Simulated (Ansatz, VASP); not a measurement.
## Ni, level by level in two programs

```
Ni
1.0
     2.44802    0.00000    0.00000
    -1.22401    2.12005    0.00000
     0.00000    0.00000    4.07281
Ni
2
Cartesian
  1.2240 0.7067 3.0546
  0.0000 1.4134 1.0182
```

Single points on this cell with VASP 6.6.1 and Ansatz 0.2.0. Each row is one pair of runs.

```tsv
level	spin	k mesh	smearing	VASP's potentials, cutoff	Ansatz's potentials, cutoff	gap on the k mesh at the Fermi level (eV), VASP	gap on the k mesh at the Fermi level (eV), Ansatz	pressure (GPa), VASP	pressure (GPa), Ansatz	net moment per atom (μB), VASP	net moment per atom (μB), Ansatz
PBE	collinear, typed start	12 × 12 × 7	gaussian, width 0.012 eV	VASP PAW PBE potentials, release 64 (Ni), 520 eV	Ansatz PAW, 420 eV	none	none	6.9	7.3	0.63	0.67
PBE	off	12 × 12 × 7	fermi-dirac, width 0.05 eV	VASP PAW PBE potentials, release 64 (Ni_sv_GW), 690 eV	Ansatz PAW, 420 eV	none	none	4.8	6.0	-	-
PBE	collinear, typed start	12 × 12 × 7	gaussian, width 0.018 eV	VASP PAW PBE potentials, release 64 (Ni_sv_GW), 690 eV	Ansatz PAW, 420 eV	none	?	6.2	?	0.67	?
PBE	collinear, typed start	12 × 12 × 7	gaussian, width 0.022 eV	VASP PAW PBE potentials, release 64 (Ni_sv_GW), 690 eV	Ansatz PAW, 420 eV	none	none	6.1	7.3	0.67	0.67
PBE	collinear, typed start	12 × 12 × 7	gaussian, width 0.027 eV	VASP PAW PBE potentials, release 64 (Ni_sv_GW), 690 eV	Ansatz PAW, 420 eV	none	none	6.0	7.3	0.66	0.67
r2SCANh	collinear, typed start	6 × 6 × 4	fermi-dirac, width 0.05 eV	VASP PAW PBE potentials, release 64 (Ni), 520 eV	Ansatz PAW, 500 eV	none	none	-2.7	-2.8	0.72	0.76
PBE	collinear, typed start	12 × 12 × 7	fermi-dirac, width 0.05 eV	VASP PAW PBE potentials, release 64 (Ni_sv_GW), 690 eV	Ansatz PAW, 420 eV	none	none	6.1	7.3	0.65	0.65
```

Problem. Fill in what Ansatz gave in row 3.

Solution. gap on the k mesh at the Fermi level (eV): none; pressure (GPa): 7.3; net moment per atom (μB): 0.67.

VASP's potentials hold 20 valence electrons a cell and Ansatz's 36 in some rows, so a difference there can come from the potentials and not from the codes.

A gap of «none» marks a metal or a gap that the smearing closes.

The k mesh is coarse in some rows, so the values compare programs but aren't converged. Noted on Ansatz's runs: the magnetic or orbital state may not be the lowest.
